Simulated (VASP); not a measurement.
# Cd (P6/mmm) in VASP: single point with LDA

Aim: the single point of Cd with LDA.

All numbers are computed with VASP 6.6.1; they aren't measurements. Logs are shortened: lines on timing, memory, paths and dates and some standing lists are left out, and cuts for length are marked.

### Step 1. The cell of the first run

Symmetry: P6/mmm, No. 191, hexagonal system. Conventional cell: a = 4.720 Å, b = 4.720 Å, c = 2.809 Å, α = 90.00°, β = 90.00°, γ = 120.00°. Within 3.7 Å of Cd (site symmetry 6/mmm) lie 14 Cd at 2.81 to 3.07 Å. Within 3.6 Å of Cd (site symmetry -6m2) lie 11 Cd at 2.73 to 3.07 Å.

This isn't the form of Cd at room conditions, which is hcp.

### Step 2. Single point, LDA (18.06 Å³/atom)

File INCAR:

```
PREC     = Accurate       # precision mode
ENCUT    = 630            # plane-wave cutoff, eV
EDIFF    = 1E-6           # SCF threshold, eV
ISMEAR   = -1             # smearing method
SIGMA    = 0.1            # smearing width, eV
LREAL    = F              # projectors in reciprocal space
LASPH    = T              # aspherical terms in the spheres
NELM     = 120            # most SCF steps
ALGO     = Normal         # electronic algorithm
ISIF     = 2              # what is computed and relaxed
LWAVE    = F              # write WAVECAR
LCHARG   = T              # write CHGCAR
GGA      = CA             # functional
LELF     = T              # ELF
LVHAR    = T            
NBANDS   = 37             # bands
GGA_COMPAT= F
```

File KPOINTS:

```
regular mesh
0
Gamma
  8 8 12
```

File POSCAR:

```
Cd
1.0
    4.7203457515      0.0000000000      0.0000000000
   -2.3601728758      4.0879393355      0.0000000000
    0.0000000000      0.0000000000      2.8085065486
Cd
3
Direct
    0.0000000000      0.0000000000      0.0000000000
    0.3333333333      0.6666666667      0.5000000000
    0.6666666667      0.3333333333      0.5000000000
```

Potentials or basis: VASP PAW LDA potentials, release 64 (Cd_sv_GW).

Launch:

```sh
cat potpaw_LDA.64/Cd_sv_GW/POTCAR > POTCAR
mpirun -np 1 vasp_std > vasp.out
```

OUTCAR:

```text
PREC = Accurate
   ENCUT = 630
   EDIFF = 1E-6
   ISMEAR = -1
   LREAL = F
   LASPH = T
   NELM = 120
   ISIF = 2
   GGA = CA

 ion  position               nearest neighbor table
   1  0.000  0.000  0.000-
   2  0.333  0.667  0.500-
   3  0.667  0.333  0.500-

  LATTYP: Found a hexagonal cell.
 ALAT       =     4.7203457515
 C/A-ratio  =     0.5949789902

  Lattice vectors:

 A1 = (   4.7203457515,   0.0000000000,   0.0000000000)
 A2 = (  -2.3601728758,   4.0879393355,   0.0000000000)
 A3 = (   0.0000000000,   0.0000000000,   2.8085065486)

Analysis of symmetry for initial positions (statically):
=====================================================================
 Subroutine PRICEL returns:
 Original cell was already a primitive cell.

 Routine SETGRP: Setting up the symmetry group for a
 hexagonal supercell.

 Subroutine GETGRP returns: Found 24 space group operations
 (whereof 24 operations were pure point group operations)
 out of a pool of 24 trial point group operations.

The static configuration has the point symmetry D_6h.

Analysis of symmetry for dynamics (positions and initial velocities):
=====================================================================
 Subroutine PRICEL returns:
 Original cell was already a primitive cell.

 Routine SETGRP: Setting up the symmetry group for a
 hexagonal supercell.

 Subroutine GETGRP returns: Found 24 space group operations
 (whereof 24 operations were pure point group operations)
 out of a pool of 24 trial point group operations.

The dynamic configuration has the point symmetry D_6h.

 Subroutine INISYM returns: Found 24 space group operations
 (whereof 24 operations are pure point group operations),
 and found     1 'primitive' translations

----------------------------------------------------------------------------------------

                                     Primitive cell

  volume of cell :      54.1943

  direct lattice vectors                    reciprocal lattice vectors
     4.720345752  0.000000000  0.000000000     0.211848888  0.122311013  0.000000000
    -2.360172876  4.087939335  0.000000000     0.000000000  0.244622025  0.000000000
     0.000000000  0.000000000  2.808506549     0.000000000  0.000000000  0.356061125

  length of vectors
     4.720345752  4.720345752  2.808506549     0.244622025  0.244622025  0.356061125

  position of ions in fractional coordinates (direct lattice)
     0.000000000  0.000000000  0.000000000
     0.333333333  0.666666667  0.500000000
     0.666666667  0.333333333  0.500000000

  ion indices of the primitive-cell ions
   primitive index   ion index
                 1           1
                 2           2
                 3           3

----------------------------------------------------------------------------------------

 KPOINTS: regular mesh

Automatic generation of k-mesh.
 Grid dimensions read from file:
 generate k-points for:    8    8   12

 Generating k-lattice:

  Cartesian coordinates                     Fractional coordinates (reciprocal lattice)
     0.026481111  0.015288877  0.000000000     0.125000000  0.000000000  0.000000000
     0.000000000  0.030577753  0.000000000     0.000000000  0.125000000  0.000000000
     0.000000000  0.000000000  0.029671760     0.000000000  0.000000000  0.083333333

  Length of vectors
     0.030577753  0.030577753  0.029671760

  Shift w.r.t. Gamma in fractional coordinates (k-lattice)
     0.000000000  0.000000000  0.000000000

 Subroutine IBZKPT returns following result:
 ===========================================

 Found     70 irreducible k-points:

 Following reciprocal coordinates:
            Coordinates               Weight
  0.000000  0.000000  0.000000      1.000000
  0.125000  0.000000  0.000000      6.000000
  0.250000  0.000000  0.000000      6.000000
  0.375000  0.000000  0.000000      6.000000
  0.500000  0.000000  0.000000      3.000000
  0.125000  0.125000  0.000000      6.000000
[... 16 lines left out ...]
  0.250000  0.000000  0.166667     12.000000
  0.375000  0.000000  0.166667     12.000000
 [... further k-points ...]
   k-points           NKPTS =     70   k-points in BZ     NKDIM =     70   number of bands    NBANDS=     37
   number of dos      NEDOS =    301   number of ions     NIONS =      3
   total plane-waves  NPLWV =  38400
   dimension x,y,z NGX =    40 NGY =   40 NGZ =   24
   dimension x,y,z NGXF=    80 NGYF=   80 NGZF=   48
   ions per type =               3
   NGX,Y,Z   is equivalent  to a cutoff of  14.09, 14.09, 14.21 a.u.
   NGXF,Y,Z  is equivalent  to a cutoff of  28.18, 28.18, 28.41 a.u.
 SYSTEM =  unknown system
   PREC   = accura    normal or accurate (medium, high low for compatibility)
   ISTART =      0    job   : 0-new  1-cont  2-samecut
   ICHARG =      2    charge: 1-file 2-atom 10-const
   ISPIN  =      1    spin polarized calculation?
   LNONCOLLINEAR =      F non collinear calculations
   LSORBIT =      F    spin-orbit coupling
   LASPH  =      T    aspherical Exc in radial PAW
   ENCUT  =  630.0 eV  46.30 Ry    6.80 a.u.   9.66  9.66  5.75*2*pi/ulx,y,z
   NELM   =    120;   NELMIN=  2; NELMDL= -5     # of ELM steps
   EDIFF  = 0.1E-05   stopping-criterion for ELM
   LREAL  =      F    real-space projection
[... 7 lines left out ...]
   TEBEG  =    0.0;   TEEND  =   0.0 temperature during run
   PSTRESS=    0.0 pullay stress
   NELECT =      60.0000    total number of electrons
   NUPDOWN=      -1.0000    fix difference up-down
   EMIN   =  10.00;   EMAX   =-10.00  energy-range for DOS
   EFERMI =   0.00;   METHOD = LEGACY
   ISMEAR =    -1;   SIGMA  =   0.10  broadening in eV -4-tet -1-fermi 0-gaus
   EFERMI_NEDOS =   21; number of points for ismear=-14 and -15
   IALGO  =     38    algorithm
   IMIX   =      4    mixing-type and parameters
     AMIX     =   0.40;   BMIX     =  1.00
     AMIX_MAG =   1.60;   BMIX_MAG =  1.00
  volume/ion in A,a.u.               =      18.06       121.91
  Fermi-wavevector in a.u.,A,eV,Ry     =   1.693586  3.200414 39.024704  2.868235
  Thomas-Fermi vector in A             =   2.774965
   LORBIT       =      0    0 simple, 1 ext, 2 COOP (PROOUT), +10 PAW based schemes
   GGA     = CA    functional components
   LHFCALC =     F    Hartree Fock is set to
   AEXX    =    0.0000 exact exchange contribution
   IVDW    =     0    specifies the selected vdW correction
   LEPSILON=     F    determine dielectric tensor
   LRPA    =     F    only Hartree local field effects (RPA)
 non-spin polarized calculation
  energy-cutoff  :      630.00
  volume of cell :       54.19
 maximum number of plane-waves:      1960
 NGX is ok and might be reduce to    40
   NGX = 19   NGY = 19   NGZ = 11

 number of electron      60.0000007 magnetization

 Free energy of the ion-electron system (eV)
  ---------------------------------------------------
  ext. energy  EPLUGINS =         0.00000000
  ---------------------------------------------------
  free energy    TOTEN  =        -4.09164369 eV

  energy without entropy =       -4.06237273  energy(sigma->0) =       -4.07700821

 E-fermi :   8.5290     XC(G=0): -12.7165

 val. band max:        8.5227641424   @ k =   0.2500   0.2500   0.4167
 cond. band min:       8.5457134225   @ k =   0.0000   0.0000   0.3333
 fundamental gap:      0.0229492801
 Fermi energy:         8.5289588202

 k-point     1 :       0.0000    0.0000    0.0000
  band No.  band energies     occupation
      1     -94.5472      2.00000
      2     -94.5344      2.00000
      3     -94.5090      2.00000
      4     -55.9547      2.00000
      5     -55.9547      2.00000
      6     -55.8962      2.00000
[... 29 lines left out ...]
     36      22.7534      0.00000
     37      23.2536      0.00000

 k-point     2 :       0.1250    0.0000    0.0000
  band No.  band energies     occupation
      1     -94.5467      2.00000
      2     -94.5348      2.00000
      3     -94.5090      2.00000
      4     -55.9564      2.00000
      5     -55.9534      2.00000
      6     -55.8938      2.00000
[... 29 lines left out ...]
     36      22.6376      0.00000
     37      22.7483      0.00000

 k-point     3 :       0.2500    0.0000    0.0000
  band No.  band energies     occupation
      1     -94.5455      2.00000
      2     -94.5360      2.00000
      3     -94.5091      2.00000
      4     -55.9601      2.00000
      5     -55.9485      2.00000
      6     -55.8903      2.00000
[... 29 lines left out ...]
     36      20.8924      0.00000
     37      21.3591      0.00000

 k-point     4 :       0.3750    0.0000    0.0000
  band No.  band energies     occupation
      1     -94.5438      2.00000
      2     -94.5376      2.00000
      3     -94.5091      2.00000
      4     -55.9634      2.00000
      5     -55.9402      2.00000
      6     -55.8956      2.00000
[... 29 lines left out ...]
     36      18.7905      0.00000
     37      19.2435      0.00000
[... 683 lines left out ...]
      1     -94.5453      2.00000
      2     -94.5335      2.00000
      3     -94.5077      2.00000
      4     -55.9544      2.00000
      5     -55.9515      2.00000
      6     -55.8981      2.00000
[... 29 lines left out ...]
     36      20.7968      0.00000
     37      21.5231      0.00000

 k-point    23 :       0.2500    0.0000    0.1667
  band No.  band energies     occupation
      1     -94.5441      2.00000
      2     -94.5346      2.00000
      3     -94.5078      2.00000
      4     -55.9576      2.00000
      5     -55.9465      2.00000
      6     -55.8969      2.00000
[... 29 lines left out ...]
     36      19.1294      0.00000
     37      20.9243      0.00000

 k-point    24 :       0.3750    0.0000    0.1667
  band No.  band energies     occupation
      1     -94.5424      2.00000
      2     -94.5362      2.00000
      3     -94.5078      2.00000
      4     -55.9605      2.00000
      5     -55.9387      2.00000
      6     -55.8955      2.00000
[... 29 lines left out ...]
     36      18.0923      0.00000
     37      19.2486      0.00000

 [... further k-points ...]

------------------------ aborting loop because EDIFF is reached ----------------------------------------

  FORCE on cell =-STRESS in cart. coord.  units (eV):
  Direction    XX          YY          ZZ          XY          YZ          ZX
  --------------------------------------------------------------------------------------
  -------------------------------------------------------------------------------------
  Total        4.0222158      4.0222158      3.8098269     -0.0000000      0.0000000      0.0000000
  in kB      118.9110610    118.9110610    112.6320861     -0.0000000      0.0000000      0.0000000
  external PRESSURE =     116.8180694 kB  Pullay stress =       0.0000000 kB

 VOLUME and BASIS-vectors are now :
 -----------------------------------------------------------------------------
  energy-cutoff  :      630.00
  volume of cell :       54.19
      direct lattice vectors                 reciprocal lattice vectors
     4.720345752  0.000000000  0.000000000     0.211848888  0.122311013  0.000000000
    -2.360172876  4.087939335  0.000000000     0.000000000  0.244622025  0.000000000
     0.000000000  0.000000000  2.808506549     0.000000000  0.000000000  0.356061125

 POSITION                                       TOTAL-FORCE (eV/Angst)
 -----------------------------------------------------------------------------------
      0.00000      0.00000      0.00000         0.000000     -0.000000     -0.000000
     -0.00000      2.72529      1.40425         0.000000     -0.000000     -0.000000
      2.36017      1.36265      1.40425        -0.000000      0.000000      0.000000
 -----------------------------------------------------------------------------------
    total drift:                               -0.000000      0.000000      0.000000

  FREE ENERGIE OF THE ION-ELECTRON SYSTEM (eV)
  ---------------------------------------------------
  free  energy   TOTEN  =        -4.0916436928 eV

  energy  without entropy=       -4.0623727268  energy(sigma->0) =       -4.07700821
```

Run time: 2.3 min. Hardware: 1 thread of Intel Xeon Platinum 8259CL at 2.50GHz (Skylake/Cascade Lake), shared host; peak memory 0.28 GiB.

Results:

```
Free energy            : -4.0916 eV
Pressure               : 11.7 GPa
Band gap on the k mesh : zero (bands 30 and 31 overlap by 4.27 eV)
```

Caveat: the cell stands under pressure.

The gap in the log of VASP goes by the Fermi energy; the results here count the filled bands.